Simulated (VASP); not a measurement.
A run of VASP 6.6.1:

Contents of INCAR:

```
PREC = Accurate
ENCUT = 520
EDIFF = 1E-7
ISMEAR = -1
SIGMA = 0.05
LREAL = False
LASPH = True
NELM = 60
ALGO = Normal
ISIF = 2
LWAVE = False
LCHARG = False
GGA = PS
NBANDS = 22
```

KPOINTS

```
regular mesh
0
Gamma
  7 7 3
```

POSCAR

```
I
1.0
    3.7491241195     -2.1978184850      0.0000000000
    3.7491241195      2.1978184850      0.0000000000
    0.0000000000      0.0000000000      9.6216389410
I
4
Direct
    0.6734615426      0.3265384574      0.3772401393
    0.1734615426      0.8265384574      0.1227598607
    0.3265384574      0.6734615426      0.6227598607
    0.8265384574      0.1734615426      0.8772401393
```

Potentials or basis: VASP PAW PBE potentials, release 64 (I).

Command:

```console
$ cat potpaw_PBE.64/I/POTCAR > POTCAR
$ mpirun -np 1 vasp_std > vasp.out
```

Hardware: 1 thread of Intel(R) Xeon(R) 6975P-C (Granite Rapids), with other jobs on the host.

Estimate the wall time of this run.

Wall time 72 s on 1 thread of Intel(R) Xeon(R) 6975P-C (Granite Rapids), with other jobs on the host, peak memory 0.28 GiB. Counts: scf iterations 15, k points 32.
